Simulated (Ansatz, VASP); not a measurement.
**Tc: VASP beside Ansatz**

```
CELL_PARAMETERS angstrom
2.74000 0.00000 0.00000
-1.37000 2.37291 0.00000
0.00000 0.00000 4.39800
ATOMIC_POSITIONS crystal
Tc 0.66667 0.33333 0.75000
Tc 0.33333 0.66667 0.25000
```

Alike in both runs: functional r2SCAN; k mesh 6 × 6 × 4; occupations fermi-dirac, width 0.05 eV; no spin polarisation.

|  | VASP | Ansatz |
| --- | --- | --- |
| version | VASP 6.6.1 | Ansatz 0.2.0 |
| potentials or method | VASP PAW PBE potentials, release 64 (Tc_pv) | Ansatz PAW earlier set |
| plane-wave cutoff (eV) | 520 | 500 |
| valence electrons in the cell | 26 | 30 |
| task | single point | band structure |

```tsv
	VASP	Ansatz	Ansatz less VASP
gap on the k mesh at the Fermi level (eV)	none	none	-
pressure (GPa)	-0.8	-1.4	-0.54
traceless stress, the component that is largest in VASP (GPa)	0.13	-0.08	-0.210
```

VASP's potentials were made for PBE, not for r2SCAN. A gap of «none» marks a metal or a gap that the smearing closes. The functional is the same, so the differences come from potentials, cutoffs and numerics. VASP's potentials hold 26 valence electrons a cell and Ansatz's 30, so a difference there can come from the potentials and not from the codes.

The k mesh is coarse, so the values compare programs but aren't converged.
